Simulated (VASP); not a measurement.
# Re (P6/mmm) in VASP: a series of runs

The runs below take Re through single point, with BLYP.

Everything below comes from runs of VASP 6.6.1. Logs are shortened: lines on timing, memory, paths and dates and some standing lists are left out, and cuts for length are marked.

## 1. The cell of the first run

It takes space group P6/mmm (No. 191, hexagonal). Conventional cell: a = 4.372 Å, b = 4.372 Å, c = 2.750 Å, α = 90.00°, β = 90.00°, γ = 120.00°. Re (site symmetry 6/mmm) has 14 Re at 2.75 to 2.87 Å within 3.6 Å. Re (site symmetry -6m2) has 11 Re at 2.52 to 2.87 Å within 3.3 Å.

This isn't the form of Re at room conditions, which is hcp.

## 2. Single point, BLYP (15.18 Å³/atom)

File INCAR:

```
AGGAC = 1.0
AGGAX = 1.0
ALDAC = 0.0
ALDAX = 1.0
ALGO = Normal
EDIFF = 1E-6
ENCUT = 560
GGA = B5
GGA_COMPAT = False
ISIF = 2
ISMEAR = -1
LASPH = True
LCHARG = False
LREAL = False
LWAVE = False
NBANDS = 30
NELM = 120
PREC = Accurate
SIGMA = 0.1
```

File KPOINTS:

```
k-points
0
Gamma
  9 9 13
```

File POSCAR:

```
Re
1.0
    4.3724167245      0.0000000000      0.0000000000
   -2.1862083622      3.7866239593      0.0000000000
    0.0000000000      0.0000000000      2.7496769228
Re
3
Direct
    1.0000000000      1.0000000000      1.0000000000
    0.3333333333      0.6666666667      0.5000000000
    0.6666666667      0.3333333333      0.5000000000
```

Potentials or basis: VASP PAW PBE potentials, release 64 (Re_sv_GW).

Run with:

```console
cat potpaw_PBE.64/Re_sv_GW/POTCAR > POTCAR
mpirun -np 1 vasp_std > vasp.out
```

OUTCAR:

```text
EDIFF = 1E-6
   ENCUT = 560
   GGA = B5
   ISIF = 2
   ISMEAR = -1
   LASPH = True
   LREAL = False
   NELM = 120
   PREC = Accurate

 ion  position               nearest neighbor table
   1  0.000  0.000  0.000-   2 2.87   3 2.87   2 2.87   3 2.87   2 2.87   2 2.87   3 2.87   3 2.87
                             3 2.87   3 2.87   2 2.87   2 2.87
   2  0.333  0.667  0.500-   3 2.52   3 2.52   3 2.52   1 2.87   1 2.87   1 2.87   1 2.87   1 2.87
                             1 2.87
   3  0.667  0.333  0.500-   2 2.52   2 2.52   2 2.52   1 2.87   1 2.87   1 2.87   1 2.87   1 2.87
                             1 2.87

  LATTYP: Found a hexagonal cell.
 ALAT       =     4.3724167245
 C/A-ratio  =     0.6288689062

  Lattice vectors:

 A1 = (   4.3724167245,   0.0000000000,   0.0000000000)
 A2 = (  -2.1862083622,   3.7866239593,   0.0000000000)
 A3 = (   0.0000000000,   0.0000000000,   2.7496769228)

Analysis of symmetry for initial positions (statically):
=====================================================================
 Subroutine PRICEL returns:
 Original cell was already a primitive cell.

 Routine SETGRP: Setting up the symmetry group for a
 hexagonal supercell.

 Subroutine GETGRP returns: Found 24 space group operations
 (whereof 24 operations were pure point group operations)
 out of a pool of 24 trial point group operations.

The static configuration has the point symmetry D_6h.

Analysis of symmetry for dynamics (positions and initial velocities):
=====================================================================
 Subroutine PRICEL returns:
 Original cell was already a primitive cell.

 Routine SETGRP: Setting up the symmetry group for a
 hexagonal supercell.

 Subroutine GETGRP returns: Found 24 space group operations
 (whereof 24 operations were pure point group operations)
 out of a pool of 24 trial point group operations.

The dynamic configuration has the point symmetry D_6h.

 Subroutine INISYM returns: Found 24 space group operations
 (whereof 24 operations are pure point group operations),
 and found     1 'primitive' translations

----------------------------------------------------------------------------------------

                                     Primitive cell

  volume of cell :      45.5256

  direct lattice vectors                    reciprocal lattice vectors
     4.372416724  0.000000000  0.000000000     0.228706471  0.132043743  0.000000000
    -2.186208362  3.786623959  0.000000000     0.000000000  0.264087486  0.000000000
     0.000000000  0.000000000  2.749676923     0.000000000  0.000000000  0.363679090

  length of vectors
     4.372416724  4.372416724  2.749676923     0.264087486  0.264087486  0.363679090

  position of ions in fractional coordinates (direct lattice)
     0.000000000  0.000000000  0.000000000
     0.333333333  0.666666667  0.500000000
     0.666666667  0.333333333  0.500000000

  ion indices of the primitive-cell ions
   primitive index   ion index
                 1           1
                 2           2
                 3           3

----------------------------------------------------------------------------------------

 KPOINTS: k-points

Automatic generation of k-mesh.
 Grid dimensions read from file:
 generate k-points for:    9    9   13

 Generating k-lattice:

  Cartesian coordinates                     Fractional coordinates (reciprocal lattice)
     0.025411830  0.014671527  0.000000000     0.111111111  0.000000000  0.000000000
     0.000000000  0.029343054  0.000000000     0.000000000  0.111111111  0.000000000
     0.000000000  0.000000000  0.027975315     0.000000000  0.000000000  0.076923077

  Length of vectors
     0.029343054  0.029343054  0.027975315

  Shift w.r.t. Gamma in fractional coordinates (k-lattice)
     0.000000000  0.000000000  0.000000000

 Subroutine IBZKPT returns following result:
 ===========================================

 Found     84 irreducible k-points:

 Following reciprocal coordinates:
            Coordinates               Weight
  0.000000  0.000000  0.000000      1.000000
  0.111111 -0.000000  0.000000      6.000000
  0.222222  0.000000  0.000000      6.000000
  0.333333  0.000000  0.000000      6.000000
  0.444444  0.000000  0.000000      6.000000
  0.111111  0.111111  0.000000      6.000000
[... 16 lines left out ...]
  0.333333  0.222222  0.076923     24.000000
  0.333333  0.333333  0.076923      4.000000
 [... further k-points ...]
   k-points           NKPTS =     84   k-points in BZ     NKDIM =     84   number of bands    NBANDS=     30
   number of dos      NEDOS =    301   number of ions     NIONS =      3
   total plane-waves  NPLWV =  31104
   dimension x,y,z NGX =    36 NGY =   36 NGZ =   24
   dimension x,y,z NGXF=    72 NGYF=   72 NGZF=   48
   ions per type =               3
   NGX,Y,Z   is equivalent  to a cutoff of  13.69, 13.69, 14.51 a.u.
   NGXF,Y,Z  is equivalent  to a cutoff of  27.38, 27.38, 29.02 a.u.
 SYSTEM =  unknown system
   PREC   = accura    normal or accurate (medium, high low for compatibility)
   ISTART =      0    job   : 0-new  1-cont  2-samecut
   ICHARG =      2    charge: 1-file 2-atom 10-const
   ISPIN  =      1    spin polarized calculation?
   LNONCOLLINEAR =      F non collinear calculations
   LSORBIT =      F    spin-orbit coupling
   LASPH  =      T    aspherical Exc in radial PAW
   ENCUT  =  560.0 eV  41.16 Ry    6.42 a.u.   8.44  8.44  5.31*2*pi/ulx,y,z
   NELM   =    120;   NELMIN=  2; NELMDL= -5     # of ELM steps
   EDIFF  = 0.1E-05   stopping-criterion for ELM
   LREAL  =      F    real-space projection
[... 7 lines left out ...]
   TEBEG  =    0.0;   TEEND  =   0.0 temperature during run
   PSTRESS=    0.0 pullay stress
   NELECT =      45.0000    total number of electrons
   NUPDOWN=      -1.0000    fix difference up-down
   EMIN   =  10.00;   EMAX   =-10.00  energy-range for DOS
   EFERMI =   0.00;   METHOD = LEGACY
   ISMEAR =    -1;   SIGMA  =   0.10  broadening in eV -4-tet -1-fermi 0-gaus
   EFERMI_NEDOS =   21; number of points for ismear=-14 and -15
   IALGO  =     38    algorithm
   IMIX   =      4    mixing-type and parameters
     AMIX     =   0.40;   BMIX     =  1.00
     AMIX_MAG =   1.60;   BMIX_MAG =  1.00
  volume/ion in A,a.u.               =      15.18       102.41
  Fermi-wavevector in a.u.,A,eV,Ry     =   1.630774  3.081717 36.183673  2.659425
  Thomas-Fermi vector in A             =   2.723020
   LORBIT       =      0    0 simple, 1 ext, 2 COOP (PROOUT), +10 PAW based schemes
   GGA     = B5    functional components
   LHFCALC =     F    Hartree Fock is set to
   AEXX    =    0.0000 exact exchange contribution
   IVDW    =     0    specifies the selected vdW correction
   LEPSILON=     F    determine dielectric tensor
   LRPA    =     F    only Hartree local field effects (RPA)
 non-spin polarized calculation
  energy-cutoff  :      560.00
  volume of cell :       45.53
 maximum number of plane-waves:      1390
 NGX is ok and might be reduce to    36
   NGX = 17   NGY = 17   NGZ = 11

 number of electron      44.9999999 magnetization

 Free energy of the ion-electron system (eV)
  ---------------------------------------------------
  ext. energy  EPLUGINS =         0.00000000
  ---------------------------------------------------
  free energy    TOTEN  =       -36.80806726 eV

  energy without entropy =      -36.73458003  energy(sigma->0) =      -36.77132364

 E-fermi :  13.1699     XC(G=0): -13.3445

 val. band max:       13.1635460188   @ k =   0.2222   0.1111   0.2308
 cond. band min:      13.1704388521   @ k =   0.4444   0.1111   0.0769
 fundamental gap:      0.0068928334
 Fermi energy:        13.1698715402

 k-point     1 :       0.0000    0.0000    0.0000
  band No.  band energies     occupation
      1     -66.3319      2.00000
      2     -66.2236      2.00000
      3     -66.1302      2.00000
      4     -28.8371      2.00000
      5     -28.8371      2.00000
      6     -28.4834      2.00000
[... 22 lines left out ...]
     29      21.2596      0.00000
     30      22.8588      0.00000

 k-point     2 :       0.1111   -0.0000    0.0000
  band No.  band energies     occupation
      1     -66.3263      2.00000
      2     -66.2245      2.00000
      3     -66.1350      2.00000
      4     -28.8792      2.00000
      5     -28.8490      2.00000
      6     -28.4343      2.00000
[... 22 lines left out ...]
     29      21.3413      0.00000
     30      22.3398      0.00000

 k-point     3 :       0.2222    0.0000    0.0000
  band No.  band energies     occupation
      1     -66.3105      2.00000
      2     -66.2274      2.00000
      3     -66.1482      2.00000
      4     -28.9581      2.00000
      5     -28.8398      2.00000
      6     -28.3359      2.00000
[... 22 lines left out ...]
     29      19.9610      0.00000
     30      20.5860      0.00000

 k-point     4 :       0.3333    0.0000    0.0000
  band No.  band energies     occupation
      1     -66.2875      2.00000
      2     -66.2324      2.00000
      3     -66.1668      2.00000
      4     -29.0258      2.00000
      5     -28.7702      2.00000
      6     -28.2517      2.00000
[... 22 lines left out ...]
     29      18.1742      0.00000
     30      18.9687      0.00000

 k-point     5 :       0.4444    0.0000    0.0000
  band No.  band energies     occupation
      1     -66.2627      2.00000
      2     -66.2417      2.00000
      3     -66.1824      2.00000
      4     -29.0629      2.00000
      5     -28.6482      2.00000
      6     -28.3841      2.00000
[... 22 lines left out ...]
     29      16.6890      0.00000
     30      17.7480      0.00000
[... 526 lines left out ...]
     29      16.8539      0.00000
     30      17.4901      0.00000

 k-point    22 :       0.2222    0.2222    0.0769
  band No.  band energies     occupation
      1     -66.2726      2.00000
      2     -66.2309      2.00000
      3     -66.1764      2.00000
      4     -28.9784      2.00000
      5     -28.7880      2.00000
      6     -28.3265      2.00000
[... 22 lines left out ...]
     29      17.5592      0.00000
     30      18.3371      0.00000

 k-point    23 :       0.3333    0.2222    0.0769
  band No.  band energies     occupation
      1     -66.2536      2.00000
      2     -66.2314      2.00000
      3     -66.1950      2.00000
      4     -28.9816      2.00000
      5     -28.6950      2.00000
      6     -28.4783      2.00000
[... 22 lines left out ...]
     29      16.6928      0.00000
     30      17.4719      0.00000

 k-point    24 :       0.3333    0.3333    0.0769
  band No.  band energies     occupation
      1     -66.2489      2.00000
      2     -66.2156      2.00000
      3     -66.2156      2.00000
      4     -28.9565      2.00000
      5     -28.6149      2.00000
      6     -28.6149      2.00000
[... 22 lines left out ...]
     29      16.5737      0.00000
     30      17.1863      0.00000

 [... further k-points ...]
[... 5 lines left out ...]
  --------------------------------------------------------------------------------------
  -------------------------------------------------------------------------------------
  Total        4.1891637      4.1891637      3.4748001      0.0000000     -0.0000000      0.0000000
  in kB      147.4288654    147.4288654    122.2883302      0.0000000     -0.0000000      0.0000000
  external PRESSURE =     139.0486870 kB  Pullay stress =       0.0000000 kB

 VOLUME and BASIS-vectors are now :
 -----------------------------------------------------------------------------
  energy-cutoff  :      560.00
  volume of cell :       45.53
      direct lattice vectors                 reciprocal lattice vectors
     4.372416724  0.000000000  0.000000000     0.228706471  0.132043743  0.000000000
    -2.186208362  3.786623959  0.000000000     0.000000000  0.264087486  0.000000000
     0.000000000  0.000000000  2.749676923     0.000000000  0.000000000  0.363679090

 POSITION                                       TOTAL-FORCE (eV/Angst)
 -----------------------------------------------------------------------------------
      0.00000      0.00000      0.00000         0.000000      0.000000     -0.000000
     -0.00000      2.52442      1.37484         0.000000      0.000000      0.000000
      2.18621      1.26221      1.37484        -0.000000     -0.000000     -0.000000
 -----------------------------------------------------------------------------------
    total drift:                                0.000000     -0.000000     -0.000000

  FREE ENERGIE OF THE ION-ELECTRON SYSTEM (eV)
  ---------------------------------------------------
  free  energy   TOTEN  =       -36.8080672571 eV

  energy  without entropy=      -36.7345800291  energy(sigma->0) =      -36.77132364
```

Run time: 2.5 min. Hardware: 1 thread of Intel Xeon 6975P-C (Granite Rapids), shared host; peak memory 0.25 GiB.

What came out:

```yaml
Free_energy: -36.8081 eV
Pressure: 13.9 GPa
Band_gap_on_the_k_mesh: zero (an odd number of electrons rules out a gap without spin polarisation)
```

Levels at points of the mesh, in eV from the Fermi level:
```tsv
k point	band 21	band 22	band 23	band 24	band 25	band 26
(0.00, 0.00, 0.00)	-0.82	-0.82	-0.05	-0.05	0.01	0.01
```

Caveat: the cell stands under pressure; the PAW data sets were made with another functional, which shifts forces and pressure a little; spin-orbit coupling is left out, which moves the levels of the heavy elements.

## 3. Single point, BLYP (17.07 Å³/atom)

This run uses another cell than the first one, of 17.07 Å³/atom.

File INCAR:

```
  PREC = Accurate
  ENCUT = 560
  EDIFF = 1E-6
  ISMEAR = -1
  SIGMA = 0.1
  LREAL = False
  LASPH = True
  NELM = 120
  ALGO = Normal
  ISIF = 2
  LWAVE = False
  LCHARG = False
  GGA = B5
  ALDAX = 1.0
  AGGAX = 1.0
  AGGAC = 1.0
  ALDAC = 0.0
  NBANDS = 30
  GGA_COMPAT = False
```

File KPOINTS:

```
regular mesh
0
Gamma
  9 9 13
```

File POSCAR:

```
Re
1.0
    4.5474966481      0.0000000000      0.0000000000
   -2.2737483240      3.9382476209      0.0000000000
    0.0000000000      0.0000000000      2.8597792429
Re
3
Direct
    1.0000000000      1.0000000000      1.0000000000
    0.3333333333      0.6666666667      0.5000000000
    0.6666666667      0.3333333333      0.5000000000
```

Potentials or basis: VASP PAW PBE potentials, release 64 (Re_sv_GW).

Run with:

```console
cat potpaw_PBE.64/Re_sv_GW/POTCAR > POTCAR
mpirun -np 1 vasp_std > vasp.out
```

It took 74 s on 1 thread of AMD EPYC 9R45 (Zen 5), shared host; peak memory 0.23 GiB.

The run converged. Its results:

| Property | Result |
| --- | --- |
| Free energy | -36.6721 eV |
| Pressure | -20.0 GPa |
| Band gap on the k mesh | zero (an odd number of electrons rules out a gap without spin polarisation) |

Stress tensor (GPa, compression positive):
```
-20.75   0.00   0.00
  0.00 -20.75   0.00
  0.00   0.00 -18.55
```

Levels at points of the mesh, in eV from the Fermi level:
```tsv
k point	band 20	band 21	band 22	band 23	band 24	band 25	band 26	band 27
(0.00, 0.00, 0.00)	-1.61	-0.68	-0.68	0.00	0.00	0.04	0.04	3.45
```

Caveat: the cell stands under tension; the PAW data sets were made with another functional, which shifts forces and pressure a little; spin-orbit coupling is left out, which moves the levels of the heavy elements.

(Continued in part 2 of 2.)
